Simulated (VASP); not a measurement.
Runs of VASP 6.6.1 on YSe. The structure is that of space group Fm-3m (No. 225), or close to it. The cells are those of the table. 

```tsv
task	cell	gap on the mesh (eV)	pressure (GPa)
electric field gradients	a = 4.039 Å, angles 60.0°, 2 atoms	none	-3.0
single point	a = 4.026 Å, angles 61.3°, 2 atoms	none	-4.5
electric field gradients	a = 4.011 Å, angles 60.0°, 2 atoms	none	-1.2
single point	a = 4.052 Å, angles 60.0°, 2 atoms	none	-3.8
electric field gradients	a = 4.066 Å, angles 60.0°, 2 atoms	none	-4.5
electric field gradients	a = 4.052 Å, angles 60.0°, 2 atoms	none	-3.8
electric field gradients	a = 4.046 Å, angles 60.7°, 2 atoms	none	-4.5
electric field gradients	a = 4.079 Å, angles 60.0°, 2 atoms	none	(a)
```

Alike in all rows: level LDA; potentials or basis VASP PAW LDA potentials, release 64 (Y_sv, Se); no spin polarisation; k mesh 7 × 7 × 7; cutoff (eV) 520; smearing fermi-dirac 0.03 eV.

Question: Fill in the values left out.

Answer: (a) -5.2.

A k mesh can miss the band edges, and the runs leave out spin-orbit coupling on Se, Y.

A gap of «none» marks levels without a gap at the run's occupations.
